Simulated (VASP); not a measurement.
The system is LaGa2.

```
CELL_PARAMETERS angstrom
4.43226 0.00000 0.00000
-2.21613 3.83845 0.00000
0.00000 0.00000 4.53075
ATOMIC_POSITIONS crystal
La 0.00000 0.00000 0.00000
Ga 0.33333 0.66667 0.50000
Ga 0.66667 0.33333 0.50000
```

| Property | Result |
| --- | --- |
| Program | VASP 6.6.1 |
| Task | relaxation of cell and atoms |
| Functional | LDA |
| Potentials or basis | VASP PAW LDA potentials, release 64 (La, Ga_d) |
| Cutoff | 600 eV |
| k mesh | 9 × 9 × 8 |
| Occupations | methfessel-paxton, width 0.05 eV |
| Spin | no spin polarisation |

At the start: pressure -8.2 GPa; volume 25.69 Å³/atom.

Problem. How do energy, volume and symmetry change on relaxing?

Solution. Over 11 steps the energy falls by 95.4 meV/atom and the volume is 22.45 Å³/atom (-12.6 %); space group P6/mmm (No. 191, to 0.05 Å).

The path:
| step | energy change (eV) | largest force (eV/Å) | pressure (GPa) | volume (Å³) |
| --- | --- | --- | --- | --- |
| 1 | 0.0000 | 0.0000 | -8.20 | 77.08 |
| 2 | -0.2097 | 0.0000 | 5.90 | 63.31 |
| 3 | -0.2854 | 0.0000 | -0.04 | 67.47 |
| 4 | -0.2853 | 0.0000 | -0.23 | 67.65 |
| 5 | -0.2860 | 0.0000 | -0.26 | 67.57 |
| 6 | -0.2860 | 0.0000 | -0.20 | 67.49 |
| 7 | -0.2860 | 0.0000 | -0.18 | 67.50 |
| 8 | -0.2861 | 0.0000 | 0.12 | 67.22 |
| 9 | -0.2861 | 0.0000 | -0.02 | 67.36 |
| 10 | -0.2861 | 0.0000 | 0.04 | 67.34 |
| 11 | -0.2861 | 0.0000 | -0.03 | 67.36 |

Final structure:
```
CELL_PARAMETERS angstrom
4.22851 0.00000 0.00000
-2.11426 3.66200 0.00000
0.00000 0.00000 4.34977
ATOMIC_POSITIONS crystal
La 0.00000 0.00000 0.00000
Ga 0.33333 0.66667 0.50000
Ga 0.66667 0.33333 0.50000
```

Caveat: the volume moved by -13 % from the deposited cell, more than functionals usually miss.
